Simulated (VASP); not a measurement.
# Ba (Fm-3m) in VASP: further runs, part 2 of 2

VASP 6.6.1.

**4. Single point, PBE**

The input, INCAR:

```
SYSTEM = Ba
PREC     = Accurate       ! precision mode
ENCUT    = 520            ! plane-wave cutoff, eV
EDIFF    = 1E-6           ! SCF threshold, eV
ISMEAR   = -1             ! smearing method
SIGMA    = 0.05           ! smearing width, eV
LREAL    = .False.        ! projectors in reciprocal space
LASPH    = .True.         ! aspherical terms in the spheres
NELM     = 100            ! most SCF steps
ALGO     = Normal         ! electronic algorithm
ISIF     = 2              ! what is computed and relaxed
LWAVE    = .False.        ! write WAVECAR
LCHARG   = .False.        ! write CHGCAR
GGA      = PE             ! functional
NBANDS   = 11             ! bands
```

The input, KPOINTS:

```
regular mesh
0
Gamma
  11 11 11
  0 0 0
```

The input, POSCAR:

```
Ba
1.0
    0.0000000000      2.9169398937      2.9169398937
    2.9169398937      0.0000000000      2.9169398937
    2.9169398937      2.9169398937      0.0000000000
Ba
1
Direct
    0.0000000000      0.0000000000      0.0000000000
```

Potentials or basis: VASP PAW PBE potentials, release 64 (Ba_sv).

Run with:

```sh
> cat potpaw_PBE.64/Ba_sv/POTCAR > POTCAR
> mpirun -np 1 vasp_std > vasp.out
```

OUTCAR:

```text
SYSTEM = Ba
   PREC = Accurate
   ENCUT = 520
   EDIFF = 1E-6
   ISMEAR = -1
   LREAL = .False.
   LASPH = .True.
   NELM = 100
   ISIF = 2
   GGA = PE

 ion  position               nearest neighbor table
   1  0.000  0.000  0.000-

  LATTYP: Found a face centered cubic cell.
 ALAT       =     5.8338797874

  Lattice vectors:

 A1 = (   0.0000000000,   2.9169398937,   2.9169398937)
 A2 = (   2.9169398937,   0.0000000000,   2.9169398937)
 A3 = (   2.9169398937,   2.9169398937,   0.0000000000)

Analysis of symmetry for initial positions (statically):
=====================================================================
 Subroutine PRICEL returns:
 Original cell was already a primitive cell.

 Routine SETGRP: Setting up the symmetry group for a
 face centered cubic supercell.

 Subroutine GETGRP returns: Found 48 space group operations
 (whereof 48 operations were pure point group operations)
 out of a pool of 48 trial point group operations.

The static configuration has the point symmetry O_h .

Analysis of symmetry for dynamics (positions and initial velocities):
=====================================================================
 Subroutine PRICEL returns:
 Original cell was already a primitive cell.

 Routine SETGRP: Setting up the symmetry group for a
 face centered cubic supercell.

 Subroutine GETGRP returns: Found 48 space group operations
 (whereof 48 operations were pure point group operations)
 out of a pool of 48 trial point group operations.

The dynamic configuration has the point symmetry O_h .

 Subroutine INISYM returns: Found 48 space group operations
 (whereof 48 operations are pure point group operations),
 and found     1 'primitive' translations

----------------------------------------------------------------------------------------

                                     Primitive cell

[... 112 lines left out ...]
   LORBIT       =      0    0 simple, 1 ext, 2 COOP (PROOUT), +10 PAW based schemes
   GGA     = PE    functional components
   LHFCALC =     F    Hartree Fock is set to
   AEXX    =    0.0000 exact exchange contribution
   IVDW    =     0    specifies the selected vdW correction
   LEPSILON=     F    determine dielectric tensor
   LRPA    =     F    only Hartree local field effects (RPA)
 non-spin polarized calculation
  energy-cutoff  :      520.00
  volume of cell :       49.64
 maximum number of plane-waves:      1363
   NGX = 15   NGY = 15   NGZ = 15

 number of electron      10.0000000 magnetization

 number of electron       9.9999999 magnetization

 Free energy of the ion-electron system (eV)
  ---------------------------------------------------
  ext. energy  EPLUGINS =         0.00000000
  ---------------------------------------------------
  free energy    TOTEN  =        -1.77734715 eV

  energy without entropy =       -1.76175212  energy(sigma->0) =       -1.76954964

 E-fermi :   2.5437     XC(G=0):  -8.2118

 val. band max:        2.5318317284   @ k =  -0.4545   0.3636   0.0000
 cond. band min:       2.5579950023   @ k =   0.4545   0.3636   0.0909
 fundamental gap:      0.0261632739
 Fermi energy:         2.5437436702

 k-point     1 :       0.0000    0.0000    0.0000
  band No.  band energies     occupation
      1     -25.9969      2.00000
      2     -10.7417      2.00000
      3     -10.7417      2.00000
      4     -10.7417      2.00000
      5      -0.2686      2.00000
      6       4.5642      0.00000
      7       4.5642      0.00000
      8       4.5642      0.00000
      9       6.6196      0.00000
     10       6.6196      0.00000
     11       9.1113      0.00000
[... 309 lines left out ...]
 k-point    24 :      -0.1818    0.1818    0.0000
  band No.  band energies     occupation
      1     -25.9234      2.00000
      2     -11.2915      2.00000
      3     -10.9684      2.00000
      4     -10.8016      2.00000
      5       1.4121      2.00000
      6       3.4807      0.00000
      7       4.2938      0.00000
      8       5.3671      0.00000
      9       5.4761      0.00000
     10       7.7169      0.00000
     11      10.7801      0.00000

 [... further k-points ...]

------------------------ aborting loop because EDIFF is reached ----------------------------------------

  FORCE on cell =-STRESS in cart. coord.  units (eV):
  Direction    XX          YY          ZZ          XY          YZ          ZX
  --------------------------------------------------------------------------------------
  -------------------------------------------------------------------------------------
  Total        0.9357414      0.9357414      0.9357414     -0.0000000     -0.0000000      0.0000000
  in kB       30.2032726     30.2032726     30.2032726     -0.0000000     -0.0000000      0.0000000
  external PRESSURE =      30.2032726 kB  Pullay stress =       0.0000000 kB

 VOLUME and BASIS-vectors are now :
 -----------------------------------------------------------------------------
  energy-cutoff  :      520.00
  volume of cell :       49.64
      direct lattice vectors                 reciprocal lattice vectors
     0.000000000  2.916939894  2.916939894    -0.171412514  0.171412514  0.171412514
     2.916939894  0.000000000  2.916939894     0.171412514 -0.171412514  0.171412514
     2.916939894  2.916939894  0.000000000     0.171412514  0.171412514 -0.171412514

 POSITION                                       TOTAL-FORCE (eV/Angst)
 -----------------------------------------------------------------------------------
      0.00000      0.00000      0.00000        -0.000000      0.000000      0.000000
 -----------------------------------------------------------------------------------
    total drift:                               -0.000000      0.000000      0.000000

  FREE ENERGIE OF THE ION-ELECTRON SYSTEM (eV)
  ---------------------------------------------------
  free  energy   TOTEN  =        -1.7773471473 eV

  energy  without entropy=       -1.7617521242  energy(sigma->0) =       -1.76954964
```

It took 20 s on 1 thread of Intel Xeon 8259CL, shared host; peak memory 0.19 GiB.

Results:

```
Free energy            : -1.7773 eV
Pressure               : 3.0 GPa
Band gap on the k mesh : zero (bands 5 and 6 overlap by 0.54 eV)
```

Caveat: the cell stands under pressure; spin-orbit coupling is left out, which moves the levels of the heavy elements.

**5. Single point, PBE**

This run uses another cell than the first one, of 63.56 Å³/atom.

The input, INCAR:

```
SYSTEM = Ba
  ALGO = Normal
  EDIFF = 1E-6
  ENCUT = 520
  GGA = PE
  ISIF = 2
  ISMEAR = -1
  LASPH = .TRUE.
  LCHARG = .FALSE.
  LREAL = .FALSE.
  LWAVE = .FALSE.
  NBANDS = 11
  NELM = 100
  PREC = Accurate
  SIGMA = 0.05
```

The input, KPOINTS:

```
k-points
0
G
  11 11 11
  0 0 0
```

The input, POSCAR:

```
Ba
1.0
    0.0000000000      3.1675826059      3.1675826059
    3.1675826059      0.0000000000      3.1675826059
    3.1675826059      3.1675826059      0.0000000000
Ba
1
Direct
    0.0000000000      0.0000000000      0.0000000000
```

Run with:

```sh
> cat potpaw_PBE.64/Ba_sv/POTCAR > POTCAR
> mpirun -np 1 vasp_std > vasp.out
```

Wall time 29 s (1 thread of Intel Xeon 8259CL, shared host); peak memory 0.22 GiB.

The run converged. Its results:

```
Free energy            : -1.8980 eV
Pressure               : 0.1 GPa
Band gap on the k mesh : zero (bands 5 and 6 overlap by 0.25 eV)
```

Levels at points of the mesh, in eV from the Fermi level:
```
           k point  band 1  band 2  band 3  band 4  band 5  band 6  band 7  band 8  band 9  band 10
(0.00, 0.00, 0.00)  -28.92  -13.88  -13.88  -13.88   -2.80    1.75    1.75    1.75    3.30     3.30
```

Caveat: spin-orbit coupling is left out, which moves the levels of the heavy elements.

**6. Relaxation of cell and atoms, PBE, target pressure 2.8 GPa, at which the enthalpy is minimised**

The input, INCAR:

```
ALGO     = Normal         # electronic algorithm
EDIFF    = 1E-6           # SCF threshold, eV
EDIFFG   = -0.005         # ionic threshold
ENCUT    = 600            # plane-wave cutoff, eV
GGA      = PE             # functional
IBRION   = 2              # ionic algorithm
ISIF     = 3              # what is computed and relaxed
ISMEAR   = -1             # smearing method
LASPH    = T              # aspherical terms in the spheres
LCHARG   = F              # write CHGCAR
LREAL    = F              # projectors in reciprocal space
LWAVE    = F              # write WAVECAR
NELM     = 80             # most SCF steps
NSW      = 60             # ionic steps
PREC     = Accurate       # precision mode
PSTRESS  = 28.0         
SIGMA    = 0.05           # smearing width, eV
```

The input, KPOINTS:

```
k-points
0
Gamma
  11 11 11
```

The input, POSCAR:

```
Ba
1.0
    0.0000000000      2.9158117632      2.9158117632
    2.9158117632      0.0000000000      2.9158117632
    2.9158117632      2.9158117632      0.0000000000
Ba
1
Direct
    0.0000000000      0.0000000000      0.0000000000
```

Potentials or basis: VASP PAW PBE potentials, release 64 (Ba_sv).

Run with:

```sh
> cat potpaw_PBE.64/Ba_sv/POTCAR > POTCAR
> mpirun -np 1 vasp_std > vasp.out
```

It took 60 s on 1 thread of Intel Xeon 8259CL, shared host; peak memory 0.22 GiB.

The run converged. Its results:

| Item | Value |
| --- | --- |
| Free energy | -1.7930 eV |
| Relaxed volume | 50.50 Å³/atom |
| Relaxed cell | a = 4.149 Å, b = 4.149 Å, c = 4.149 Å, α = 60.00°, β = 60.00°, γ = 60.00° |
| Space group after relaxing (to 0.1 Å) | Fm-3m (No. 225) |
| Energy change on relaxing (the run minimises the enthalpy) | -16.7 meV/atom |
| Ionic steps | 3 |
| Pressure after relaxing | 2.8 GPa |
| Band gap on the k mesh | zero (bands 5 and 6 overlap by 0.53 eV) |

Step by step:
```
step  energy change (eV)  largest force (eV/Å)  pressure (GPa)  volume (Å³)
   1              0.0000                0.0000            3.03        49.58
   2             -0.0097                0.0000            2.90        50.10
   3             -0.0167                0.0000            2.79        50.50
```

Final structure:
```cif
data_structure
_symmetry_space_group_name_H-M 'P 1'
_symmetry_Int_Tables_number 1
_cell_length_a 4.1489
_cell_length_b 4.1489
_cell_length_c 4.1489
_cell_angle_alpha 60.000
_cell_angle_beta 60.000
_cell_angle_gamma 60.000
_cell_volume 50.50
loop_
_atom_site_label
_atom_site_type_symbol
_atom_site_fract_x
_atom_site_fract_y
_atom_site_fract_z
_atom_site_occupancy
Ba1 Ba 0.00000 0.00000 0.00000 1
```

Levels at points of the mesh, in eV from the Fermi level:
| k point | band 2 | band 3 | band 4 | band 5 | band 6 | band 7 | band 8 | band 9 |
| --- | --- | --- | --- | --- | --- | --- | --- | --- |
| (0.00, 0.00, 0.00) | -13.33 | -13.33 | -13.33 | -2.81 | 2.01 | 2.01 | 2.01 | 4.02 |

Caveat: the cell is relaxed towards a set pressure, so the run minimises the enthalpy, not the energy; spin-orbit coupling is left out, which moves the levels of the heavy elements.

**7. Overview**

```csv
task,cell,cutoff (eV),gap on the mesh (eV),pressure (GPa)
single point,"a = 4.124 Å, angles 60.0°, 1 atom",520,none,3.0
single point,"a = 4.125 Å, angles 60.0°, 1 atom",520,none,3.0
single point,"a = 4.480 Å, angles 60.0°, 1 atom",520,none,0.1
relaxation of cell and atoms,"relaxed to 2.8 GPa from a = 4.124 Å, angles 60.0°, 1 atom",600,none,2.8
```

Alike in all rows: level PBE; potentials or basis VASP PAW PBE potentials, release 64 (Ba_sv); no spin polarisation; k mesh 11 × 11 × 11; smearing fermi-dirac 0.05 eV.

Caveats: spin-orbit coupling is left out, which moves the levels of the heavy elements; the cell stands under pressure (at least some runs); the cell is relaxed towards a set pressure, so the run minimises the enthalpy, not the energy (at least some runs).

Absolute energies hang on the potentials; compare differences alone.

The gap in the log of VASP goes by the Fermi energy; the results here count the filled bands.